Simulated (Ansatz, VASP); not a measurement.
## One calculation of Ge, two programs

INCAR

```
  PREC = Accurate
  ENCUT = 520
  EDIFF = 1E-6
  ISMEAR = -1
  SIGMA = 0.05
  LREAL = False
  LASPH = True
  NELM = 100
  ALGO = Normal
  ISIF = 2
  LWAVE = False
  LCHARG = False
  GGA = CA
  NBANDS = 21
```

KPOINTS

```
regular mesh
0
Gamma
  10 10 10
```

Contents of POSCAR:

```
Ge
1.0
    0.0000000000      2.8287700000      2.8853454000
    2.8287700000      0.0000000000      2.8853454000
    2.8287700000      2.8287700000      0.0000000000
Ge
2
Direct
    0.5000000000      0.5000000000      0.5000000000
    0.7500000000      0.7500000000      0.7500000000
```

Input for Ansatz:

```yaml
crystal:
  lattice:
    - [0.0, 2.82877, 2.8853454]
    - [2.82877, 0.0, 2.8853454]
    - [2.82877, 2.82877, 0.0]
  atoms:
    - { symbol: Ge, position: [0.5, 0.5, 0.5] }
    - { symbol: Ge, position: [0.75, 0.75, 0.75] }
kpoints:
  mp_grid: { grid: [10, 10, 10] }
  band_path:
    path:
      - [0.0, 0.0, 0.0]
      - [0.0, 0.5, 0.5]
      - [0.25, 0.75, 0.5]
      - [0.0, 0.5, 0.0]
      - [0.0, 0.0, 0.0]
      - [0.5, 0.5, 0.0]
      - [0.3701460977, 0.6298539023, 0.0]
      - [-0.3701460977, 0.3701460977, 0.0]
      - [0.0, 0.0, 0.0]
    npoints: 5
scf:
  occupations: { method: fermi_dirac, width: 0.05 }
hamiltonian:
  xc: lda
  pseudopotentials: { kind: all_electron, lapw: { basis_error: 0.00025 } }
output:
  forces: true
  stress: true
  eigenvalues: true
```

Change from the starting cell: zz strain of +2 %.

Alike in both runs: task single point; functional LDA; k mesh 10 × 10 × 10; occupations fermi-dirac, width 0.05 eV; no spin polarisation.

```csv
,VASP,Ansatz
version,VASP 6.6.1,Ansatz 0.2.0
potentials or method,"VASP PAW LDA potentials, release 64 (Ge_d), cutoff 520 eV","all-electron LAPW, scalar-relativistic"
```

|  | VASP | Ansatz | Ansatz less VASP |
| --- | --- | --- | --- |
| pressure (GPa) | -2.3 | -2.5 | -0.14 |
| traceless stress, the component that is largest in VASP (GPa) | -0.96 | -0.96 | +0.001 |

LDA's correlation is that of Perdew and Zunger in VASP and of Perdew and Wang (1992) in Ansatz. Ansatz ran all-electron here, and VASP with PAW potentials.
